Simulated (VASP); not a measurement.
Crystal: CuO.

```
Cu O
1.0
     0.00000    2.32725    2.32725
     2.32725    0.00000    2.32725
     2.32725    2.32725    0.00000
Cu O
1 1
Direct
  0.00000 0.00000 0.00000
  0.25000 0.25000 0.25000
```

* Program: VASP 6.6.1
* Task: relaxation of cell and atoms
* Functional: RPBE
* Potentials or basis: VASP PAW PBE potentials, release 64 (Cu, O)
* Cutoff: 600 eV
* k mesh: 10 × 10 × 10
* Occupations: fermi-dirac, width 0.05 eV
* Spin: no spin polarisation

At the start: pressure -4.8 GPa; volume 12.60 Å³/atom.

How do energy, volume and symmetry change on relaxing?

Over 3 steps the energy falls by 8.5 meV/atom and the volume is 12.06 Å³/atom (-4.3 %); space group F-43m (No. 216, to 0.05 Å).

The path:
| step | energy change (eV) | largest force (eV/Å) | pressure (GPa) | volume (Å³) |
| --- | --- | --- | --- | --- |
| 1 | 0.0000 | 0.0000 | -4.78 | 25.21 |
| 2 | -0.0159 | 0.0000 | 1.32 | 23.86 |
| 3 | -0.0170 | 0.0000 | 0.00 | 24.12 |

Final structure:
```xyz
2
Lattice="0.0000 2.2932 2.2932 2.2932 0.0000 2.2932 2.2932 2.2932 0.0000" Properties=species:S:1:pos:R:3 pbc="T T T"
Cu    0.0000    0.0000    0.0000
O     1.1466    1.1466    1.1466
```

Caveat: the PAW data sets were made with another functional, which shifts forces and pressure a little; an odd number of electrons without spin polarisation forces a metal; a magnetic or distorted state may lie lower.
